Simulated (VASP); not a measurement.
# MgO (wurtzite type) (P6_3mc) in VASP: relaxation of cell and atoms with PBE

Aim: the relaxation of cell and atoms of MgO (wurtzite type) with PBE.

Program: VASP 6.6.1. These are calculated values, not measurements. Logs are shortened: lines on timing, memory, paths and dates and some standing lists are left out, and cuts for length are marked.

## Step 1: The cell of the first run

Symmetry: P6_3mc, No. 186, hexagonal system. The conventional cell has a = 3.198 Å, b = 3.198 Å, c = 5.213 Å, α = 90.00°, β = 90.00°, γ = 120.00°. Mg (site symmetry 3m) has 4 O at 1.96 Å within 2.6 Å. O (site symmetry 3m) has 4 Mg at 1.96 Å within 2.6 Å.

## Step 2: Relaxation of cell and atoms, PBE, target pressure -0.0091 GPa, at which the enthalpy is minimised

Input file INCAR:

```
SYSTEM = MgO
PREC = Accurate ; ENCUT = 600
EDIFF = 1E-6 ; ISMEAR = -1
SIGMA = 0.08 ; LREAL = .False.
LASPH = .True. ; NELM = 60
ALGO = Normal ; ISIF = 3
LWAVE = .False. ; LCHARG = .False.
GGA = PE ; IBRION = 2
NSW = 60 ; EDIFFG = -0.005
PSTRESS = -0.091
```

Input file KPOINTS:

```
regular mesh
0
Gamma
  11 11 6
  0 0 0
```

Input file POSCAR:

```
MgO
1.0
    3.1983811844      0.0000000000      0.0000000000
   -1.5991905922      2.7698793567      0.0000000000
    0.0000000000      0.0000000000      5.2133613306
Mg O
2 2
Direct
    0.3333333333      0.6666666667      0.0000000000
    0.6666666667      0.3333333333      0.5000000000
    0.3333333333      0.6666666667      0.3760000000
    0.6666666667      0.3333333333      0.8760000000
```

Potentials or basis: VASP PAW PBE potentials, release 64 (Mg, O).

Started as:

```sh
$ cat potpaw_PBE.64/Mg/POTCAR potpaw_PBE.64/O/POTCAR > POTCAR
$ mpirun -np 1 vasp_std > vasp.out
```

OUTCAR:

```text
SYSTEM = MgO
   PREC = Accurate
   ENCUT = 600
   EDIFF = 1E-6
   ISMEAR = -1
   LREAL = .False.
   LASPH = .True.
   NELM = 60
   ISIF = 3
   GGA = PE
   IBRION = 2
   NSW = 60
   EDIFFG = -0.005
   PSTRESS = -0.091

 ion  position               nearest neighbor table
   1  0.333  0.667  0.000-   4 1.96   4 1.96   4 1.96   3 1.96   2 3.19   2 3.19   2 3.19   2 3.19
                             2 3.19   2 3.19
   2  0.667  0.333  0.500-   3 1.96   3 1.96   3 1.96   4 1.96   1 3.19   1 3.19   1 3.19   1 3.19
                             1 3.19   1 3.19
   3  0.333  0.667  0.376-   2 1.96   2 1.96   2 1.96   1 1.96
   4  0.667  0.333  0.876-   1 1.96   1 1.96   1 1.96   2 1.96

  LATTYP: Found a hexagonal cell.
 ALAT       =     3.1983811844
 C/A-ratio  =     1.6300000000

  Lattice vectors:

 A1 = (   3.1983811844,   0.0000000000,   0.0000000000)
 A2 = (  -1.5991905922,   2.7698793567,   0.0000000000)
 A3 = (   0.0000000000,   0.0000000000,   5.2133613306)

Analysis of symmetry for initial positions (statically):
=====================================================================
 Subroutine PRICEL returns:
 Original cell was already a primitive cell.

 Routine SETGRP: Setting up the symmetry group for a
 hexagonal supercell.

 Subroutine GETGRP returns: Found 12 space group operations
 (whereof  6 operations were pure point group operations)
 out of a pool of 24 trial point group operations.

The static configuration has the point symmetry C_3v.
 The point group associated with its full space group is C_6v.

Analysis of symmetry for dynamics (positions and initial velocities):
=====================================================================
 Subroutine PRICEL returns:
 Original cell was already a primitive cell.

 Routine SETGRP: Setting up the symmetry group for a
 hexagonal supercell.

 Subroutine GETGRP returns: Found 12 space group operations
 (whereof  6 operations were pure point group operations)
 out of a pool of 24 trial point group operations.

The dynamic configuration has the point symmetry C_3v.
 The point group associated with its full space group is C_6v.

 Subroutine INISYM returns: Found 12 space group operations
 (whereof  6 operations are pure point group operations),
 and found     1 'primitive' translations

----------------------------------------------------------------------------------------

                                     Primitive cell

  volume of cell :      46.1858

  direct lattice vectors                    reciprocal lattice vectors
     3.198381184  0.000000000  0.000000000     0.312658167  0.180513277  0.000000000
    -1.599190592  2.769879357  0.000000000     0.000000000  0.361026554  0.000000000
[... 114 lines left out ...]
   GGA     = PE    functional components
   LHFCALC =     F    Hartree Fock is set to
   AEXX    =    0.0000 exact exchange contribution
   IVDW    =     0    specifies the selected vdW correction
   LEPSILON=     F    determine dielectric tensor
   LRPA    =     F    only Hartree local field effects (RPA)
 conjugate gradient relaxation of ions
 non-spin polarized calculation
  energy-cutoff  :      600.00
  volume of cell :       46.19
 maximum number of plane-waves:      1556
 NGX is ok and might be reduce to    28
   NGX = 13   NGY = 13   NGZ = 21

--------------------------------------- Ionic step        1  -------------------------------------------

 number of electron      16.0000004 magnetization

 Free energy of the ion-electron system (eV)
  ---------------------------------------------------
  ext. energy  EPLUGINS =         0.00000000
  ---------------------------------------------------
  free energy    TOTEN  =       -23.45821564 eV

  energy without entropy =      -23.45821564  energy(sigma->0) =      -23.45821564

------------------------ aborting loop because EDIFF is reached ----------------------------------------

  FORCE on cell =-STRESS in cart. coord.  units (eV):
  Direction    XX          YY          ZZ          XY          YZ          ZX
  --------------------------------------------------------------------------------------
  -------------------------------------------------------------------------------------
  Total        2.3862662      2.3862662      1.2337615     -0.0000000      0.0000000      0.0000000
  in kB       82.7790743     82.7790743     42.7989273     -0.0000000      0.0000000      0.0000000
  external PRESSURE =      69.5433587 kB  Pullay stress =      -0.0910000 kB
[... 27 lines left out ...]
--------------------------------------- Ionic step        2  -------------------------------------------

 number of electron      15.9999997 magnetization

 E-fermi :   2.4201     XC(G=0):  -9.5285

 val. band max:        0.6188880329   @ k =   0.0000   0.0000   0.0000
 cond. band min:       4.0753412330   @ k =   0.0000   0.0000   0.0000
 fundamental gap:      3.4564532002
 Fermi energy:         2.4201106053

 k-point     1 :       0.0000    0.0000    0.0000
  band No.  band energies     occupation
      1     -15.2295      2.00000
      2     -14.5925      2.00000
      3      -2.3717      2.00000
      4       0.3213      2.00000
      5       0.3213      2.00000
      6       0.5524      2.00000
      7       0.5524      2.00000
      8       0.6189      2.00000
      9       4.0753      0.00000
     10       8.9830      0.00000
     11      10.3718      0.00000
     12      15.1437      0.00000
[... 420 lines left out ...]
  energy  without entropy=      -23.5189759949  energy(sigma->0) =      -23.51897599

  enthalpy is  TOTEN    =       -23.5217519054 eV   P V=       -0.0027759103

[... ionic steps 4 to 7 ...]

--------------------------------------- Ionic step        8  -------------------------------------------

 number of electron      15.9999999 magnetization

------------------------ aborting loop because EDIFF is reached ----------------------------------------
[... 75 lines left out ...]
--------------------------------------- Ionic step       10  -------------------------------------------

 number of electron      15.9999999 magnetization

 Free energy of the ion-electron system (eV)
  ---------------------------------------------------
  ext. energy  EPLUGINS =         0.00000000
  ---------------------------------------------------
  free energy    TOTEN  =       -23.53674435 eV

  energy without entropy =      -23.53674435  energy(sigma->0) =      -23.53674435

 E-fermi :   2.5900     XC(G=0):  -9.6251

 val. band max:        0.9097061099   @ k =   0.0000   0.0000   0.0000
 cond. band min:       4.3262345441   @ k =   0.0000   0.0000   0.0000
 fundamental gap:      3.4165284343
 Fermi energy:         2.5899750681

 k-point     1 :       0.0000    0.0000    0.0000
  band No.  band energies     occupation
      1     -15.1809      2.00000
      2     -14.4531      2.00000
      3      -2.2364      2.00000
      4       0.3022      2.00000
      5       0.3022      2.00000
      6       0.5974      2.00000
      7       0.5974      2.00000
      8       0.9097      2.00000
      9       4.3262      0.00000
     10       9.2903      0.00000
     11      10.9695      0.00000
     12      15.0907      0.00000
[... 380 lines left out ...]
  energy  without entropy=      -23.5367443459  energy(sigma->0) =      -23.53674435

  enthalpy is  TOTEN    =       -23.5394995070 eV   P V=       -0.0027551611

 reached required accuracy - stopping structural energy minimisation
```

OSZICAR:

```text
N       E                     dE             d eps       ncg     rms          rms(c)
DAV:   1     0.813141946354E+02    0.81314E+02   -0.84774E+03  1536   0.132E+03
DAV:   2    -0.219744459170E+02   -0.10329E+03   -0.93013E+02  2152   0.252E+02
DAV:   3    -0.277679331020E+02   -0.57935E+01   -0.57573E+01  1900   0.643E+01
DAV:   4    -0.278033178320E+02   -0.35385E-01   -0.35380E-01  1624   0.599E+00
[... 71 lines left out ...]
DAV:   1    -0.235367905286E+02   -0.68442E-04   -0.36131E-03  1536   0.610E-01    0.482E-02
DAV:   2    -0.235367499741E+02    0.40555E-04   -0.14998E-04  1836   0.116E-01    0.158E-02
DAV:   3    -0.235367459178E+02    0.40563E-05   -0.35456E-06  1596   0.197E-02    0.824E-03
DAV:   4    -0.235367443510E+02    0.15668E-05   -0.20336E-06  1020   0.164E-02    0.908E-04
DAV:   5    -0.235367443460E+02    0.50138E-08   -0.31782E-07   768   0.570E-03
  10 F= -.23539500E+02 E0= -.23539500E+02  d E =-.136061E-04
```

CONTCAR:

```text
MgO
   1.00000000000000
     3.3106490645716513    0.0000000000000000    0.0000000000000000
    -1.6553245322858257    2.8671061929601582   -0.0000000000000000
    -0.0000000000000000    0.0000000000000000    5.1104513308103225
  Mg              O
     2     2
Direct
     0.3333333332999970    0.6666666667000030    0.9919314795185928
     0.6666666667000030    0.3333333332999970    0.4919314795185928
     0.3333333332999970    0.6666666667000030    0.3840685204814049
     0.6666666667000030    0.3333333332999970    0.8840685204814048

  0.00000000E+00  0.00000000E+00  0.00000000E+00
  0.00000000E+00  0.00000000E+00  0.00000000E+00
  0.00000000E+00  0.00000000E+00  0.00000000E+00
  0.00000000E+00  0.00000000E+00  0.00000000E+00
```

It took 4.4 min on 1 thread of Intel Xeon 8259CL, shared host; peak memory 0.22 GiB.

Results:

* Free energy: -23.5367 eV
* Relaxed volume: 12.13 Å³/atom
* Relaxed cell: a = 3.311 Å, b = 3.311 Å, c = 5.110 Å, α = 90.00°, β = 90.00°, γ = 120.00°
* Space group after relaxing (to 0.1 Å): P6_3mc (No. 186)
* Energy change on relaxing (the run minimises the enthalpy): -19.6 meV/atom
* Ionic steps: 10
* Pressure after relaxing: 0.0 GPa
* Band gap on the k mesh: 3.42 eV

Step by step:
| step | energy change (eV) | largest force (eV/Å) | pressure (GPa) | volume (Å³) |
| --- | --- | --- | --- | --- |
| 1 | 0.0000 | 0.1277 | 6.95 | 46.19 |
| 2 | -0.0568 | 0.1373 | -2.09 | 49.61 |
| 3 | -0.0608 | 0.1386 | -0.40 | 48.87 |
| 4 | -0.0671 | 0.1066 | -0.31 | 48.82 |
| 5 | -0.0773 | 0.0353 | -0.13 | 48.63 |
| 6 | -0.0784 | 0.0149 | -0.06 | 48.55 |
| 7 | -0.0785 | 0.0073 | -0.05 | 48.52 |
| 8 | -0.0785 | 0.0093 | -0.06 | 48.53 |
| 9 | -0.0785 | 0.0089 | 0.06 | 48.48 |
| 10 | -0.0785 | 0.0014 | -0.01 | 48.51 |

Final structure:
```cif
data_structure
_symmetry_space_group_name_H-M 'P 1'
_symmetry_Int_Tables_number 1
_cell_length_a 3.3106
_cell_length_b 3.3106
_cell_length_c 5.1105
_cell_angle_alpha 90.000
_cell_angle_beta 90.000
_cell_angle_gamma 120.000
_cell_volume 48.51
loop_
_atom_site_label
_atom_site_type_symbol
_atom_site_fract_x
_atom_site_fract_y
_atom_site_fract_z
_atom_site_occupancy
Mg1 Mg 0.33333 0.66667 0.99193 1
Mg2 Mg 0.66667 0.33333 0.49193 1
O1 O 0.33333 0.66667 0.38407 1
O2 O 0.66667 0.33333 0.88407 1
```

Levels at points of the mesh, in eV from the valence-band top:
```csv
k point,band 6,band 7,band 8,band 9,band 10,band 11
"(0.00, 0.00, 0.00)",-0.31,-0.31,0.00,3.42,8.38,10.06
"(0.00, 0.00, 0.50)",-0.46,-0.46,-0.46,5.86,5.86,12.92
```

Caveat: the cell is relaxed towards a set pressure, so the run minimises the enthalpy, not the energy; an odd mesh through Γ misses points on the zone boundary, where band edges can lie.
